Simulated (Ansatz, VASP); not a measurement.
# Ag in VASP and in Ansatz

```
CELL_PARAMETERS angstrom
2.94281 0.00000 0.00000
-1.47140 2.54854 0.00000
0.00000 0.00000 10.19613
ATOMIC_POSITIONS crystal
Ag 0.33333 0.66667 0.25000
Ag 0.66667 0.33333 0.75000
Ag 0.00000 0.00000 0.00000
Ag 0.00000 0.00000 0.50000
```

Change from the starting cell: volume scaled by 1.06.

Alike in both runs: task single point; functional PBE; k mesh 14 × 14 × 4; occupations fermi-dirac, width 0.08 eV; no spin polarisation.

|  | VASP | Ansatz |
| --- | --- | --- |
| version | VASP 6.6.1 | Ansatz 0.2.0 |
| potentials or method | VASP PAW PBE potentials, release 64 (Ag), cutoff 520 eV | all-electron LAPW, scalar-relativistic |

|  | VASP | Ansatz | Ansatz less VASP |
| --- | --- | --- | --- |
| pressure (GPa) | -4.7 | -4.7 | +0.06 |
| traceless stress, the component that is largest in VASP (GPa) | -2.39 | -2.40 | -0.009 |

Ansatz ran all-electron here, and VASP with PAW potentials.
